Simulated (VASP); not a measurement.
# Os (P6_3/mmc) in VASP: relaxation of cell and atoms with PBE

Aim: the relaxation of cell and atoms of Os with PBE.

Program: VASP 6.6.1. These are calculated values, not measurements. Logs are shortened: lines on timing, memory, paths and dates and some standing lists are left out, and cuts for length are marked.

### 1 The cell of the first run

The structure is hexagonal, space group P6_3/mmc (No. 194). The conventional cell has a = 2.540 Å, b = 2.540 Å, c = 4.048 Å, α = 90.00°, β = 90.00°, γ = 120.00°. Within 3.3 Å of Os (site symmetry -6m2) lie 12 Os at 2.50 to 2.54 Å.

### 2 Relaxation of cell and atoms, PBE, target pressure 160 GPa, at which the enthalpy is minimised

INCAR reads:

```
SYSTEM = Os
ALGO = Normal
EDIFF = 1E-7
EDIFFG = -0.005
ENCUT = 600
GGA = PE
IBRION = 2
ISIF = 3
ISMEAR = -1
LASPH = .True.
LCHARG = .False.
LREAL = .False.
LWAVE = .False.
NELM = 100
NSW = 32
PREC = Accurate
PSTRESS = 1600.0
SIGMA = 0.1
```

KPOINTS reads:

```
k-points
0
Gamma
  17 17 10
  0 0 0
```

POSCAR reads:

```
Os
1.0
    2.5400573100      0.0000000000      0.0000000000
   -1.2700286550      2.1997541575      0.0000000000
    0.0000000000      0.0000000000      4.0476368401
Os
2
Direct
    0.3333333333      0.6666666667      0.2500000000
    0.6666666667      0.3333333333      0.7500000000
```

Potentials or basis: VASP PAW PBE potentials, release 64 (Os).

Launch:

```sh
> cat potpaw_PBE.64/Os/POTCAR > POTCAR
> mpirun -np 1 vasp_std > vasp.out
```

OUTCAR:

```text
SYSTEM = Os
   EDIFF = 1E-7
   EDIFFG = -0.005
   ENCUT = 600
   GGA = PE
   IBRION = 2
   ISIF = 3
   ISMEAR = -1
   LASPH = .True.
   LREAL = .False.
   NELM = 100
   NSW = 32
   PREC = Accurate
   PSTRESS = 1600.0

 ion  position               nearest neighbor table
   1  0.333  0.667  0.250-   2 2.50   2 2.50   2 2.50   2 2.50   2 2.50   2 2.50
   2  0.667  0.333  0.750-   1 2.50   1 2.50   1 2.50   1 2.50   1 2.50   1 2.50

  LATTYP: Found a hexagonal cell.
 ALAT       =     2.5400573100
 C/A-ratio  =     1.5935218564

  Lattice vectors:

 A1 = (   2.5400573100,   0.0000000000,   0.0000000000)
 A2 = (  -1.2700286550,   2.1997541575,   0.0000000000)
 A3 = (   0.0000000000,   0.0000000000,   4.0476368401)

Analysis of symmetry for initial positions (statically):
=====================================================================
 Subroutine PRICEL returns:
 Original cell was already a primitive cell.

 Routine SETGRP: Setting up the symmetry group for a
 hexagonal supercell.

 Subroutine GETGRP returns: Found 24 space group operations
 (whereof 12 operations were pure point group operations)
 out of a pool of 24 trial point group operations.

The static configuration has the point symmetry D_3d.
 The point group associated with its full space group is D_6h.

Analysis of symmetry for dynamics (positions and initial velocities):
=====================================================================
 Subroutine PRICEL returns:
 Original cell was already a primitive cell.

 Routine SETGRP: Setting up the symmetry group for a
 hexagonal supercell.

 Subroutine GETGRP returns: Found 24 space group operations
 (whereof 12 operations were pure point group operations)
 out of a pool of 24 trial point group operations.

The dynamic configuration has the point symmetry D_3d.
 The point group associated with its full space group is D_6h.

 Subroutine INISYM returns: Found 24 space group operations
 (whereof 12 operations are pure point group operations),
 and found     1 'primitive' translations

----------------------------------------------------------------------------------------

                                     Primitive cell

  volume of cell :      22.6162

  direct lattice vectors                    reciprocal lattice vectors
     2.540057310  0.000000000  0.000000000     0.393691905  0.227298127  0.000000000
    -1.270028655  2.199754158  0.000000000     0.000000000  0.454596254  0.000000000
     0.000000000  0.000000000  4.047636840     0.000000000  0.000000000  0.247057738

  length of vectors
     2.540057310  2.540057310  4.047636840     0.454596254  0.454596254  0.247057738

  position of ions in fractional coordinates (direct lattice)
     0.333333333  0.666666667  0.250000000
     0.666666667  0.333333333  0.750000000

  ion indices of the primitive-cell ions
   primitive index   ion index
                 1           1
                 2           2

----------------------------------------------------------------------------------------

 KPOINTS: k-points

Automatic generation of k-mesh.
 Grid dimensions read from file:
 generate k-points for:   17   17   10

 Generating k-lattice:

  Cartesian coordinates                     Fractional coordinates (reciprocal lattice)
     0.023158347  0.013370478  0.000000000     0.058823529  0.000000000  0.000000000
     0.000000000  0.026740956  0.000000000     0.000000000  0.058823529  0.000000000
     0.000000000  0.000000000  0.024705774     0.000000000  0.000000000  0.100000000

  Length of vectors
     0.026740956  0.026740956  0.024705774

  Shift w.r.t. Gamma in fractional coordinates (k-lattice)
     0.000000000  0.000000000  0.000000000

 Subroutine IBZKPT returns following result:
 ===========================================

 Found    198 irreducible k-points:

 Following reciprocal coordinates:
            Coordinates               Weight
  0.000000  0.000000  0.000000      1.000000
  0.058824  0.000000  0.000000      6.000000
  0.117647 -0.000000  0.000000      6.000000
  0.176471 -0.000000  0.000000      6.000000
  0.235294 -0.000000  0.000000      6.000000
  0.294118 -0.000000  0.000000      6.000000
[... 16 lines left out ...]
  0.411765  0.117647  0.000000     12.000000
  0.176471  0.176471  0.000000      6.000000
 [... further k-points ...]
   k-points           NKPTS =    198   k-points in BZ     NKDIM =    198   number of bands    NBANDS=     12
   number of dos      NEDOS =    301   number of ions     NIONS =      2
   total plane-waves  NPLWV =  12800
   dimension x,y,z NGX =    20 NGY =   20 NGZ =   32
   dimension x,y,z NGXF=    40 NGYF=   40 NGZF=   64
   ions per type =               2
   NGX,Y,Z   is equivalent  to a cutoff of  13.09, 13.09, 13.14 a.u.
   NGXF,Y,Z  is equivalent  to a cutoff of  26.18, 26.18, 26.29 a.u.
 SYSTEM =  Os
   PREC   = accura    normal or accurate (medium, high low for compatibility)
   ISTART =      0    job   : 0-new  1-cont  2-samecut
   ICHARG =      2    charge: 1-file 2-atom 10-const
   ISPIN  =      1    spin polarized calculation?
   LNONCOLLINEAR =      F non collinear calculations
   LSORBIT =      F    spin-orbit coupling
   LASPH  =      T    aspherical Exc in radial PAW
   ENCUT  =  600.0 eV  44.10 Ry    6.64 a.u.   5.07  5.07  8.08*2*pi/ulx,y,z
   NELM   =    100;   NELMIN=  2; NELMDL= -5     # of ELM steps
   EDIFF  = 0.1E-06   stopping-criterion for ELM
   LREAL  =      F    real-space projection
   EDIFFG = -.5E-02   stopping-criterion for IOM
   NSW    =     32    number of steps for IOM
   IBRION =      2    ionic relax: 0-MD 1-quasi-New 2-CG
   NFREE  =      1    steps in history (QN), initial steepest desc. (CG)
   ISIF   =      3    stress and relaxation
   ISYM   =      2    0-nonsym 1-usesym 2-fastsym
   POTIM  = 0.5000    time-step for ionic-motion
   TEBEG  =    0.0;   TEEND  =   0.0 temperature during run
   PSTRESS= 1600.0 pullay stress
   NELECT =      16.0000    total number of electrons
   NUPDOWN=      -1.0000    fix difference up-down
   EMIN   =  10.00;   EMAX   =-10.00  energy-range for DOS
   EFERMI =   0.00;   METHOD = LEGACY
   ISMEAR =    -1;   SIGMA  =   0.10  broadening in eV -4-tet -1-fermi 0-gaus
   EFERMI_NEDOS =   21; number of points for ismear=-14 and -15
   IALGO  =     38    algorithm
   IMIX   =      4    mixing-type and parameters
     AMIX     =   0.40;   BMIX     =  1.00
     AMIX_MAG =   1.60;   BMIX_MAG =  1.00
  volume/ion in A,a.u.               =      11.31        76.31
  Fermi-wavevector in a.u.,A,eV,Ry     =   1.458731  2.756601 28.951768  2.127895
  Thomas-Fermi vector in A             =   2.575381
   LORBIT       =      0    0 simple, 1 ext, 2 COOP (PROOUT), +10 PAW based schemes
   GGA     = PE    functional components
   LHFCALC =     F    Hartree Fock is set to
   AEXX    =    0.0000 exact exchange contribution
   IVDW    =     0    specifies the selected vdW correction
   LEPSILON=     F    determine dielectric tensor
   LRPA    =     F    only Hartree local field effects (RPA)
 conjugate gradient relaxation of ions
 non-spin polarized calculation
  energy-cutoff  :      600.00
  volume of cell :       22.62
 maximum number of plane-waves:       774
   NGX = 11   NGY = 11   NGZ = 17

--------------------------------------- Ionic step        1  -------------------------------------------

 number of electron      16.0000001 magnetization

 Free energy of the ion-electron system (eV)
  ---------------------------------------------------
  ext. energy  EPLUGINS =         0.00000000
  ---------------------------------------------------
  free energy    TOTEN  =       -20.05769651 eV

  energy without entropy =      -20.02644020  energy(sigma->0) =      -20.04206836

------------------------ aborting loop because EDIFF is reached ----------------------------------------

  FORCE on cell =-STRESS in cart. coord.  units (eV):
  Direction    XX          YY          ZZ          XY          YZ          ZX
  --------------------------------------------------------------------------------------
  -------------------------------------------------------------------------------------
  Total       23.4468628     23.4468628     23.3969790      0.0000000      0.0000000     -0.0000000
  in kB     1661.0248162   1661.0248161   1657.4909493      0.0000000      0.0000000     -0.0000000
  external PRESSURE =      59.8468605 kB  Pullay stress =    1600.0000000 kB
[... 289 lines left out ...]
  enthalpy is  TOTEN    =         2.5254973419 eV   P V=       22.7262197784

--------------------------------------- Ionic step        9  -------------------------------------------

 number of electron      16.0000001 magnetization

 Free energy of the ion-electron system (eV)
  ---------------------------------------------------
  ext. energy  EPLUGINS =         0.00000000
  ---------------------------------------------------
  free energy    TOTEN  =       -20.18386219 eV

  energy without entropy =      -20.15240310  energy(sigma->0) =      -20.16813265

 E-fermi :  13.0065     XC(G=0): -15.2806

 val. band max:       13.0037389274   @ k =   0.3529   0.1765   0.3000
 cond. band min:      13.0120404086   @ k =   0.2941   0.0588   0.1000
 fundamental gap:      0.0083014812
 Fermi energy:        13.0065265835

 k-point     1 :       0.0000    0.0000    0.0000
  band No.  band energies     occupation
      1       0.0581      2.00000
      2       2.9259      2.00000
      3       8.7715      2.00000
      4       8.7715      2.00000
      5       9.0180      2.00000
      6       9.9263      2.00000
      7       9.9263      2.00000
      8      10.9396      2.00000
      9      10.9396      2.00000
     10      13.0924      0.59532
     11      15.2233      0.00000
     12      15.2233      0.00000
[... 331 lines left out ...]
 k-point    24 :       0.1765    0.1765    0.0000
  band No.  band energies     occupation
      1       3.8459      2.00000
      2       5.4618      2.00000
      3       6.0044      2.00000
      4       6.0559      2.00000
      5       8.3126      2.00000
      6       8.9776      2.00000
      7      10.5326      2.00000
      8      11.6711      2.00000
      9      13.3512      0.06175
     10      14.7012      0.00000
     11      16.0768      0.00000
     12      23.8623      0.00000

 [... further k-points ...]
[... 5 lines left out ...]
  --------------------------------------------------------------------------------------
  -------------------------------------------------------------------------------------
  Total       22.7114207     22.7114207     22.7138231      0.0000000      0.0000000      0.0000000
  in kB     1600.1483435   1600.1483435   1600.3176041      0.0000000      0.0000000      0.0000000
  external PRESSURE =       0.2047637 kB  Pullay stress =    1600.0000000 kB
[... 17 lines left out ...]
  FREE ENERGIE OF THE ION-ELECTRON SYSTEM (eV)
  ---------------------------------------------------
  free  energy   TOTEN  =       -20.1838621912 eV

  energy  without entropy=      -20.1524031045  energy(sigma->0) =      -20.16813265

  enthalpy is  TOTEN    =         2.5254530580 eV   P V=       22.7093152491

 reached required accuracy - stopping structural energy minimisation
```

It took 2 min on 1 thread of AMD EPYC 9R45 (Zen 5), shared host; peak memory 0.17 GiB.

What came out:

* Free energy: -20.1839 eV
* Relaxed volume: 11.37 Å³/atom
* Relaxed cell: a = 2.545 Å, b = 2.545 Å, c = 4.054 Å, α = 90.00°, β = 90.00°, γ = 120.00°
* Space group after relaxing (to 0.1 Å): P6_3/mmc (No. 194)
* Energy change on relaxing (the run minimises the enthalpy): -63.1 meV/atom
* Ionic steps: 9
* Pressure after relaxing: 160.0 GPa
* Band gap on the k mesh: zero (bands 8 and 9 overlap by 5.53 eV)

Step by step:
```
step  energy change (eV)  largest force (eV/Å)  pressure (GPa)  volume (Å³)
   1              0.0000                0.0000          165.98        22.62
   2             -1.1863                0.0000          106.41        24.03
   3             -0.1301                0.0000          159.82        22.74
   4             -0.1265                0.0000          159.99        22.74
   5             -0.1241                0.0000          160.08        22.74
   6             -0.1246                0.0000          160.12        22.74
   7             -0.1242                0.0000          160.11        22.74
   8             -0.1430                0.0000          159.22        22.76
   9             -0.1262                0.0000          160.02        22.74
```

Final structure:
```xyz
2
Lattice="2.5451 0.0000 0.0000 -1.2726 2.2041 0.0000 0.0000 0.0000 4.0537" Properties=species:S:1:pos:R:3 pbc="T T T"
Os    0.0000    1.4694    1.0134
Os    1.2726    0.7347    3.0403
```

Levels at points of the mesh, in eV from the Fermi level:
```
           k point  band 5  band 6  band 7  band 8  band 9  band 10  band 11  band 12
(0.00, 0.00, 0.00)   -3.99   -3.08   -3.08   -2.07   -2.07     0.09     2.22     2.22
(0.00, 0.00, 0.50)   -4.44   -4.44   -4.44   -4.44    1.23     1.23     1.23     1.23
```

Caveat: the cell is relaxed towards a set pressure, so the run minimises the enthalpy, not the energy; spin-orbit coupling is left out, which moves the levels of the heavy elements.
